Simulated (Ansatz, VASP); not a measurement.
TlBi2: VASP beside Ansatz

```xyz
3
Lattice="5.5873 0.0000 0.0000 -2.7936 4.8387 0.0000 0.0000 0.0000 3.2961" Properties=species:S:1:pos:R:3 pbc="T T T"
Tl    0.0000    0.0000    0.0000
Bi    2.7936    1.6129    1.6481
Bi    0.0000    3.2258    1.6481
```

Alike in both runs: functional LDA; k mesh 12 × 12 × 12; occupations fermi-dirac, width 0.15 eV; no spin polarisation.

Ansatz relaxed the structure, and its values are those at the end. VASP's run is a single point on that final structure, the one shown.

```csv
,VASP,Ansatz
version,VASP 6.6.1,Ansatz 0.2.0
potentials or method,"VASP PAW LDA potentials, release 64 (Tl_d, Bi_d), cutoff 520 eV","scalar-relativistic, plane waves, PAW"
valence electrons in the cell,43,43
```

VASP gave:

- gap on the k mesh at the Fermi level (eV): none
- pressure (GPa): 0.1

Q: What did Ansatz give for the same quantities?

A: gap on the k mesh at the Fermi level (eV): none; pressure (GPa): 0.0.

LDA's correlation is that of Perdew and Zunger in VASP and of Perdew and Wang (1992) in Ansatz. A gap of «none» marks a metal or a gap that the smearing closes.

Spin-orbit coupling is off throughout.
